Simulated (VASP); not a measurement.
The system is Co.

```xyz
2
Lattice="2.6858 0.0000 0.0000 -1.3429 2.3260 0.0000 0.0000 0.0000 4.3438" Properties=species:S:1:pos:R:3 pbc="T T T"
Co    1.3429    0.7753    1.0859
Co    0.0000    1.5507    3.2578
```

Base run:

```yaml
Program: VASP 6.6.1
Functional: PBE
Potentials_or_basis: VASP PAW PBE potentials, release 64 (Co)
Cutoff: 520 eV
k_mesh: 24 × 24 × 12
Occupations: gaussian, width 0.15 eV
Spin: collinear spin, ferromagnetic start
Starting_moments: "[0.55, 0.55] μB"
Fixed_moment: 1.1 μB
```

Its results: pressure -34.6 GPa; site moments Co +0.58 μB.

**Question.** The run is repeated on the same cell with these changes: fixed moment from 1.1 μB to 2.2 μB; moments at the start from [0.55, 0.55] to [1.1, 1.1]. What comes out?

**Answer.** Pressure -32.8 GPa; site moments Co +1.16 μB.

Caveats: the cell stands under tension; the total moment is fixed, so each spin has its own Fermi level.
